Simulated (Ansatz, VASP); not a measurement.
**HCl in VASP and in Ansatz**

```
Cl H
1.0
     9.26613    0.00000    0.00000
     0.00000    9.26613    0.00000
     0.00000    0.00000    9.26613
Cl H
12 12
Direct
  0.94318 0.69147 0.09449
  0.13009 0.61950 0.76706
  0.47732 0.55464 0.04578
  0.45452 0.97927 0.53855
  0.11999 0.29145 0.08806
  0.59183 0.15968 0.07056
  0.87187 0.92353 0.45144
  0.71798 0.58597 0.57830
  0.28942 0.89911 0.11231
  0.32308 0.61533 0.40970
  0.90632 0.01097 0.89879
  0.00685 0.33389 0.54173
  0.00941 0.63722 0.98162
  0.08170 0.50493 0.69846
  0.52739 0.42355 0.04539
  0.41627 0.85607 0.48078
  0.06166 0.18084 0.02377
  0.70182 0.10537 0.00002
  0.00989 0.90341 0.44204
  0.78633 0.70550 0.54657
  0.39559 0.98825 0.08774
  0.37517 0.59253 0.28091
  0.92357 0.89561 0.98154
  0.89361 0.41917 0.52652
```

Alike in both runs: functional PBE; k mesh 1 × 1 × 1; occupations fermi-dirac, width 0.02 eV; no spin polarisation.

Ansatz relaxed the structure, and its values are those at the end. VASP's run is a single point on that final structure, the one shown.

```csv
,VASP,Ansatz
version,VASP 6.6.1,Ansatz 0.2.0
potentials or method,"VASP PAW PBE potentials, release 64 (Cl, H_h), cutoff 1000 eV","scalar-relativistic, plane waves, PAW"
valence electrons in the cell,96,96
```

```tsv
	VASP	Ansatz	Ansatz less VASP
rms of the force components (eV/Å)	0.125	0.071	-0.0537
```
